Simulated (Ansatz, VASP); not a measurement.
# Os in VASP and in Ansatz

The input INCAR:

```
SYSTEM = Os
ALGO     = Normal         ! electronic algorithm
EDIFF    = 1E-6           ! SCF threshold, eV
ENCUT    = 600            ! plane-wave cutoff, eV
GGA      = PE             ! functional
GGA_COMPAT= .FALSE.      
ISIF     = 2              ! what is computed and relaxed
ISMEAR   = -1             ! smearing method
LASPH    = .TRUE.         ! aspherical terms in the spheres
LCHARG   = .FALSE.        ! write CHGCAR
LREAL    = .FALSE.        ! projectors in reciprocal space
LWAVE    = .FALSE.        ! write WAVECAR
NBANDS   = 10             ! bands
NELM     = 120            ! most SCF steps
PREC     = Accurate       ! precision mode
SIGMA    = 0.041          ! smearing width, eV
```

File KPOINTS:

```
k-points
0
G
  10 10 10
  0 0 0
```

POSCAR

```
Os
1.0
    0.0000000000      1.9220413878      1.9220413878
    1.9220413878      0.0000000000      1.9220413878
    1.9220413878      1.9220413878      0.0000000000
Os
1
Direct
    0.0000000000      0.0000000000      0.0000000000
```

Input for Ansatz:

```yaml
crystal:
  lattice:
    - [0.0, 1.9220413878, 1.9220413878]
    - [1.9220413878, 0.0, 1.9220413878]
    - [1.9220413878, 1.9220413878, 0.0]
  atoms:
    - { symbol: Os, position: [0.0, 0.0, 0.0] }
basis:
  ecutwfc: 420
kpoints:
  mp_grid: { grid: [10, 10, 10] }
hamiltonian:
  xc: pbe
scf:
  occupations: { method: fermi_dirac, width: 0.041 }
  mixing: { ndim: 6, preconditioner: none }
  max_iter: 62
output:
  forces: true
  stress: true
  eigenvalues: true
```

Alike in both runs: task single point; functional PBE; k mesh 10 × 10 × 10; occupations fermi-dirac, width 0.041 eV; no spin polarisation.

|  | VASP | Ansatz |
| --- | --- | --- |
| version | VASP 6.6.1 | Ansatz 0.2.0 |
| potentials or method | VASP PAW PBE potentials, release 64 (Os), cutoff 600 eV | scalar-relativistic, plane waves, PAW |
| valence electrons in the cell | 8 | 16 |

|  | VASP | Ansatz | Ansatz less VASP |
| --- | --- | --- | --- |
| gap on the k mesh at the Fermi level (eV) | none | none | - |
| pressure (GPa) | 4.4 | 4.3 | -0.14 |

A gap of «none» marks a metal or a gap that the smearing closes. With one functional, cell and mesh, what is left measures potentials, basis and numerics. VASP's potentials hold 8 valence electrons a cell and Ansatz's 16, so a difference there can come from the potentials and not from the codes.

Neither program's run includes spin-orbit coupling.
